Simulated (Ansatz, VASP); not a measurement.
## Cu in VASP and in Ansatz

```
Cu
1.0
    -3.17453    3.17453    3.17453
     3.17453   -3.17453    3.17453
     3.17453    3.17453   -3.17453
Cu
8
Direct
  0.22169 0.22169 0.22169
  0.50000 0.00000 0.27831
  0.27831 0.50000 0.00000
  0.00000 0.27831 0.50000
  0.77831 0.77831 0.77831
  0.50000 0.00000 0.72169
  0.72169 0.50000 0.00000
  0.00000 0.72169 0.50000
```

Alike in both runs: functional PBE; k mesh 4 × 4 × 4; occupations gaussian, width 0.1 eV; no spin polarisation.

Ansatz relaxed the structure, and its values are those at the end. VASP's run is a single point on that final structure, the one shown.

|  | VASP | Ansatz |
| --- | --- | --- |
| version | VASP 6.6.1 | Ansatz 0.2.0 |
| potentials or method | VASP PAW PBE potentials, release 64 (Cu_sv_GW), cutoff 700 eV | scalar-relativistic, plane waves, PAW |
| valence electrons in the cell | 152 | 152 |

|  | VASP | Ansatz | Ansatz less VASP |
| --- | --- | --- | --- |
| gap on the k mesh at the Fermi level (eV) | none | none | - |
| pressure (GPa) | -3.5 | 0.1 | +3.63 |

A gap of «none» marks a metal or a gap that the smearing closes. The functional is the same, so the differences come from potentials, cutoffs and numerics.
